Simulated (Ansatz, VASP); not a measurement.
**One calculation of Al, two programs**

File INCAR:

```
SYSTEM = Al
PREC = Accurate
ENCUT = 520
EDIFF = 1E-7
ISMEAR = 0
SIGMA = 0.15
LREAL = .False.
LASPH = .True.
NELM = 100
ALGO = Fast
ISIF = 2
LWAVE = .False.
LCHARG = .False.
GGA = PE
IVDW = 12
NBANDS = 14
```

Contents of KPOINTS:

```
Automatic mesh
0
Gamma
  18 18 4
  0 0 0
```

Contents of POSCAR:

```
Al
1.0
    2.8144222650      0.0000000000      0.0000000000
   -1.4072111325      2.4373611785      0.0000000000
    0.0000000000      0.0000000000      9.2410470710
Al
4
Direct
    0.0000000000      0.0000000000      0.0000000000
    0.2471745802      0.4943491605      0.2045506048
    0.0000000000      0.0000000000      0.5000000000
    0.6666666667      0.3333333333      0.7500000000
```

Input for Ansatz:

```yaml
crystal:
  lattice:
    - [2.814422265, 0.0, 0.0]
    - [-1.4072111325, 2.4373611785, 0.0]
    - [0.0, 0.0, 9.241047071]
  atoms:
    - { symbol: Al, position: [0.0, 0.0, 0.0] }
    - { symbol: Al, position: [0.2471745802, 0.4943491605, 0.2045506048] }
    - { symbol: Al, position: [0.0, 0.0, 0.5] }
    - { symbol: Al, position: [0.6666666667, 0.3333333333, 0.75] }
basis:
  ecutwfc: 420
kpoints:
  mp_grid: { grid: [18, 18, 4] }
hamiltonian:
  xc: pbe
  pseudopotentials: { kind: paw, azcp: { folder: soft_1 } }
  dispersion: d3bj
scf:
  occupations: { method: gaussian, width: 0.15 }
output:
  forces: true
  stress: true
  eigenvalues: true
```

Alike in both runs: task single point; functional PBE; dispersion D3(BJ); k mesh 18 × 18 × 4; occupations gaussian, width 0.15 eV; no spin polarisation.

```csv
,VASP,Ansatz
version,VASP 6.6.1,Ansatz 0.2.0
potentials or method,"VASP PAW PBE potentials, release 64 (Al), cutoff 520 eV","scalar-relativistic, plane waves, PAW"
valence electrons in the cell,12,12
```

```tsv
	VASP	Ansatz	Ansatz less VASP
gap on the k mesh at the Fermi level (eV)	none	none	-
pressure (GPa)	5.9	5.9	-0.01
traceless stress, the component that is largest in VASP (GPa)	6.58	6.58	-0.007
rms of the force components (eV/Å)	1.553	1.553	-0.0007
```

Atom by atom the forces differ by 0.001 eV/Å (rms over components). A gap of «none» marks a metal or a gap that the smearing closes.
